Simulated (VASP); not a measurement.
Input of a VASP 6.6.1 run:

Contents of INCAR:

```
SYSTEM = Pt
ALGO = Fast ; EDIFF = 1E-7
ENCUT = 520 ; GGA = PE
ISIF = 2 ; ISMEAR = 0
LASPH = .TRUE. ; LCHARG = .FALSE.
LREAL = .FALSE. ; LWAVE = .FALSE.
NBANDS = 17 ; NELM = 60
PREC = Accurate ; SIGMA = 0.15
```

KPOINTS

```
k-points
0
G
  18 18 10
  0 0 0
```

Contents of POSCAR:

```
Pt
1.0
    2.4826856532      0.0000000000      0.0000000000
   -1.2413428266      2.3889653837      0.0000000000
    0.0000000000      0.0000000000      4.7813829983
Pt
2
Direct
    0.6666666667      0.3333333333      0.7500000000
    0.3333333333      0.6666666667      0.2500000000
```

Potentials or basis: VASP PAW PBE potentials, release 64 (Pt).

Launch:

```sh
$ cat potpaw_PBE.64/Pt/POTCAR > POTCAR
$ mpirun -np 1 vasp_std > vasp.out
```

Estimate the largest force.

0.032 eV/Å.

Predict the band gap on the k mesh.

zero (band 10 reaches 13.32 eV, above the bottom of band 11 at 11.51 eV).

Predict the pressure.

41.0 GPa.

Stress tensor (GPa, compression positive):
```
79.06  0.00  0.00
 0.00 25.00  0.00
 0.00  0.00 18.80
```

Caveat: the cell differs from its parent crystal (normal strain along x -0.1000, normal strain along y +0.0000); spin-orbit coupling is left out, which moves the levels of the heavy elements.
